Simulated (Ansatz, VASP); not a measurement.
# One calculation of HfO2, two programs

```
Hf O
1.0
    -2.55750   -2.55750    0.00000
     2.55750   -2.55750    0.00000
     0.00000    0.00000   13.23000
Hf O
4 8
Direct
  0.00000 0.00000 0.72491
  0.50000 0.50000 0.14498
  0.00000 0.00000 0.33829
  0.50000 0.50000 0.53160
  0.50000 0.00000 0.04833
  0.00000 0.50000 0.24164
  0.50000 0.00000 0.43495
  0.00000 0.50000 0.62826
  0.50000 0.00000 0.24164
  0.00000 0.50000 0.43495
  0.50000 0.00000 0.62826
  0.00000 0.50000 0.04833
```

Alike in both runs: task single point; functional r2SCAN; k mesh 6 × 6 × 3; occupations gaussian, width 0.05 eV; no spin polarisation.

```csv
,VASP,Ansatz
version,VASP 6.6.1,Ansatz 0.2.0
potentials or method,"VASP PAW PBE potentials, release 64 (Hf_pv, O), cutoff 520 eV","scalar-relativistic, plane waves, PAW"
valence electrons in the cell,88,152
```

|  | VASP | Ansatz | Ansatz less VASP |
| --- | --- | --- | --- |
| gap on the k mesh at the Fermi level (eV) | none | none | - |
| pressure (GPa) | -13.5 | -11.0 | +2.45 |
| traceless stress, the component that is largest in VASP (GPa) | 0.95 | 0.98 | +0.031 |
| rms of the force components (eV/Å) | 1.064 | 1.048 | -0.0153 |

VASP's potentials were made for PBE, not for r2SCAN. Atom by atom the forces differ by 0.056 eV/Å (rms over components). A gap of «none» marks a metal or a gap that the smearing closes. VASP's potentials hold 88 valence electrons a cell and Ansatz's 152, so a difference there can come from the potentials and not from the codes.

Neither program's run includes spin-orbit coupling.
